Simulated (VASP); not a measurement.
Input of a VASP 6.6.1 run:

INCAR

```
ALGO = Normal
EDIFF = 1E-6
ENCUT = 500
GGA = PE
GGA_COMPAT = False
ISIF = 2
ISMEAR = 0
IVDW = 12
LASPH = True
LCHARG = False
LREAL = False
LWAVE = False
NBANDS = 16
NELM = 120
PREC = Accurate
SIGMA = 0.01
```

File KPOINTS:

```
k-points
0
Gamma
  10 10 10
```

The input POSCAR:

```
ZnS
1.0
    0.0000000000      2.4646788120      2.4646788120
    2.4646788120      0.0000000000      2.4646788120
    2.4646788120      2.4646788120      0.0000000000
Zn S
1 1
Direct
    0.0000000000      0.0000000000      0.0000000000
    0.7500000000      0.7500000000      0.7500000000
```

Potentials or basis: VASP PAW PBE potentials, release 64 (Zn, S).

Run with:

```console
$ cat potpaw_PBE.64/Zn/POTCAR potpaw_PBE.64/S/POTCAR > POTCAR
$ mpirun -np 1 vasp_std > vasp.out
```

(1) What does it give for the pressure?

(2) Predict the dispersion energy per atom.

(3) Estimate the band gap on the k mesh.

## Answers

(1) 35.8 GPa.

(2) -0.414 eV.

(3) 2.64 eV (least direct gap 3.41 eV).

Caveat: three body term missing; the cell stands under pressure.
